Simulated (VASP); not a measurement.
# NaF (Villiaumite) (I4mm) in VASP: electric field gradients with PBEsol

Aim: the electric field gradients of NaF (Villiaumite) with PBEsol.

All numbers are computed with VASP 6.6.1; they aren't measurements. Logs are shortened: lines on timing, memory, paths and dates and some standing lists are left out, and cuts for length are marked.

### 1 The cell of the first run

Symmetry: I4mm, No. 107, tetragonal system. The conventional cell has a = 3.281 Å, b = 3.281 Å, c = 4.640 Å, α = 90.00°, β = 90.00°, γ = 90.00°. Na (site symmetry 4mm) has 1 F at 1.35 Å within 1.8 Å. Within 1.8 Å of F (site symmetry 4mm) lie 1 Na at 1.35 Å.

### 2 Electric field gradients, PBEsol (shortest bond scaled by 0.58)

Input file INCAR:

```
SYSTEM = NaF
  ALGO = Normal
  EDIFF = 1E-8
  ENCUT = 520
  GGA = PS
  ISIF = 2
  ISMEAR = -1
  LASPH = .TRUE.
  LCHARG = .FALSE.
  LEFG = .TRUE.
  LREAL = .FALSE.
  LWAVE = .FALSE.
  NBANDS = 14
  NELM = 80
  PREC = Accurate
  SIGMA = 0.03
```

Input file KPOINTS:

```
k-points
0
G
  9 9 9
  0 0 0
```

Input file POSCAR:

```
NaF
1.0
    0.0000000000      2.3200000000      2.3200000000
    2.3200000000      0.0000000000      2.3200000000
    2.3200000000      2.3200000000      0.0000000000
Na F
1 1
Direct
   -0.1050000000     -0.1050000000      0.1050000000
    0.6050000000      0.6050000000      0.3950000000
```

Potentials or basis: VASP PAW PBE potentials, release 64 (Na_pv, F).

The run is started by

```console
$ cat potpaw_PBE.64/Na_pv/POTCAR potpaw_PBE.64/F/POTCAR > POTCAR
$ mpirun -np 1 vasp_std > vasp.out
```

OUTCAR:

```text
SYSTEM = NaF
   EDIFF = 1E-8
   ENCUT = 520
   GGA = PS
   ISIF = 2
   ISMEAR = -1
   LASPH = .TRUE.
   LREAL = .FALSE.
   NELM = 80
   PREC = Accurate

 ion  position               nearest neighbor table
   1  0.895  0.895  0.105-   2 1.35
   2  0.605  0.605  0.395-   1 1.35

  LATTYP: Found a face centered cubic cell.
 ALAT       =     4.6400000000

  Lattice vectors:

 A1 = (   0.0000000000,   2.3200000000,   2.3200000000)
 A2 = (   2.3200000000,   0.0000000000,   2.3200000000)
 A3 = (   2.3200000000,   2.3200000000,   0.0000000000)

Analysis of symmetry for initial positions (statically):
=====================================================================
 Subroutine PRICEL returns:
 Original cell was already a primitive cell.

 Routine SETGRP: Setting up the symmetry group for a
 face centered cubic supercell.

 Subroutine GETGRP returns: Found  8 space group operations
 (whereof  8 operations were pure point group operations)
 out of a pool of 48 trial point group operations.

The static configuration has the point symmetry C_4v.

Analysis of symmetry for dynamics (positions and initial velocities):
=====================================================================
 Subroutine PRICEL returns:
 Original cell was already a primitive cell.

 Routine SETGRP: Setting up the symmetry group for a
 face centered cubic supercell.

 Subroutine GETGRP returns: Found  8 space group operations
 (whereof  8 operations were pure point group operations)
 out of a pool of 48 trial point group operations.

The dynamic configuration has the point symmetry C_4v.

 Subroutine INISYM returns: Found  8 space group operations
 (whereof  8 operations are pure point group operations),
 and found     1 'primitive' translations

----------------------------------------------------------------------------------------

                                     Primitive cell

  volume of cell :      24.9743

  direct lattice vectors                    reciprocal lattice vectors
     0.000000000  2.320000000  2.320000000    -0.215517241  0.215517241  0.215517241
     2.320000000  0.000000000  2.320000000     0.215517241 -0.215517241  0.215517241
     2.320000000  2.320000000  0.000000000     0.215517241  0.215517241 -0.215517241

  length of vectors
     3.280975465  3.280975465  3.280975465     0.373286812  0.373286812  0.373286812

  position of ions in fractional coordinates (direct lattice)
[... 125 lines left out ...]

 E-fermi :  -0.0152     XC(G=0):  -9.0450

 val. band max:       -0.6683306069   @ k =   0.0000   0.0000   0.0000
 cond. band min:       3.5452875774   @ k =   0.0000   0.0000   0.0000
 fundamental gap:      4.2136181843
 Fermi energy:        -0.0152071203

 k-point     1 :       0.0000    0.0000    0.0000
  band No.  band energies     occupation
      1     -24.5968      2.00000
      2     -20.4267      2.00000
      3     -20.4267      2.00000
      4     -17.8689      2.00000
      5      -2.6311      2.00000
      6      -2.6311      2.00000
      7      -0.6683      2.00000
      8       3.5453      0.00000
      9      17.5518      0.00000
     10      18.2298      0.00000
     11      18.9315      0.00000
     12      18.9315      0.00000
     13      21.8137      0.00000
     14      22.1897      0.00000
[... 377 lines left out ...]
      1     -24.8031      2.00000
      2     -20.4908      2.00000
      3     -20.4796      2.00000
      4     -17.4385      2.00000
      5      -2.8253      2.00000
      6      -2.6641      2.00000
      7      -1.4269      2.00000
      8       6.1284      0.00000
      9      12.1106      0.00000
     10      15.2954      0.00000
     11      17.5342      0.00000
     12      17.9332      0.00000
     13      23.6612      0.00000
     14      24.8124      0.00000

 [... further k-points ...]
[... 5 lines left out ...]
  --------------------------------------------------------------------------------------
  -------------------------------------------------------------------------------------
  Total       -0.5680119     -0.5680119     42.1646999      0.0000000      0.0000000      0.0000000
  in kB      -36.4396422    -36.4396422   2704.9898872      0.0000000      0.0000000      0.0000000
  external PRESSURE =     877.3702009 kB  Pullay stress =       0.0000000 kB

 VOLUME and BASIS-vectors are now :
 -----------------------------------------------------------------------------
  energy-cutoff  :      520.00
  volume of cell :       24.97
      direct lattice vectors                 reciprocal lattice vectors
     0.000000000  2.320000000  2.320000000    -0.215517241  0.215517241  0.215517241
     2.320000000  0.000000000  2.320000000     0.215517241 -0.215517241  0.215517241
     2.320000000  2.320000000  0.000000000     0.215517241  0.215517241 -0.215517241

 POSITION                                       TOTAL-FORCE (eV/Angst)
 -----------------------------------------------------------------------------------
      2.32000      2.32000      4.15280         0.000000      0.000000     31.803439
      2.32000      2.32000      2.80720         0.000000      0.000000    -31.803439
 -----------------------------------------------------------------------------------
    total drift:                               -0.000008     -0.000008      0.000368

  FREE ENERGIE OF THE ION-ELECTRON SYSTEM (eV)
  ---------------------------------------------------
  free  energy   TOTEN  =        -1.8578417539 eV

  energy  without entropy=       -1.8578417539  energy(sigma->0) =       -1.85784175

 Electric field gradients (V/A^2)
---------------------------------------------------------------------
 ion       V_xx      V_yy      V_zz      V_xy      V_xz      V_yz
---------------------------------------------------------------------
   1      65.810    65.810  -131.620    -0.003    -0.003    -0.003
   2      41.373    41.373   -82.745     0.008     0.008     0.008
---------------------------------------------------------------------

 Electric field gradients after diagonalization (V/A^2)
 (convention: |V_zz| > |V_xx| > |V_yy|)
----------------------------------------------------------------------
 ion       V_xx      V_yy      V_zz     asymmetry (V_yy - V_xx)/ V_zz
----------------------------------------------------------------------
   1      65.813    65.807  -131.620       0.000
   2      41.381    41.364   -82.745       0.000
----------------------------------------------------------------------

           NMR quadrupolar parameters

 Cq : quadrupolar parameter    Cq=e*Q*V_zz/h
 eta: asymmetry parameters     (V_yy - V_xx)/ V_zz
 Q  : nuclear electric quadrupole moment in mb (millibarn)
----------------------------------------------------------------------
 ion       Cq(MHz)       eta       Q (mb)
----------------------------------------------------------------------
   1      -0.318       0.000       1.000
   2      -0.200       0.000       1.000
----------------------------------------------------------------------
```

Wall time 11 s (1 thread of Intel Xeon Platinum 8488C (Sapphire Rapids), shared host); peak memory 0.14 GiB.

Results:

| Property | Result |
| --- | --- |
| Free energy | -1.8578 eV |
| Pressure | 87.7 GPa |
| Largest force | 31.803 eV/Å |
| Band gap on the k mesh | 4.21 eV, direct |

Forces on the atoms (eV/Å):
```
Na    0.000   0.000  31.803
F     0.000   0.000 -31.803
```

Levels at points of the mesh, in eV from the valence-band top:
| k point | band 3 | band 4 | band 5 | band 6 | band 7 | band 8 | band 9 | band 10 | band 11 | band 12 |
| --- | --- | --- | --- | --- | --- | --- | --- | --- | --- | --- |
| (0.00, 0.00, 0.00) | -19.76 | -17.20 | -1.96 | -1.96 | 0.00 | 4.21 | 18.22 | 18.90 | 19.60 | 19.60 |

Electric field gradients, principal values (V/Å²):
| atom | least | middle | greatest (by size) |
| --- | --- | --- | --- |
| 1 Na | 65.807 | 65.813 | -131.620 |
| 2 F | 41.364 | 41.381 | -82.745 |

Caveat: the cell differs from its parent crystal (shortest bond scaled by 0.58); without QUAD_EFG the Cq values of the log hold for a quadrupole moment of 1 mb, not for the nuclei; the PAW data sets were made with another functional, which shifts forces and pressure a little. A k mesh can miss the band edges.
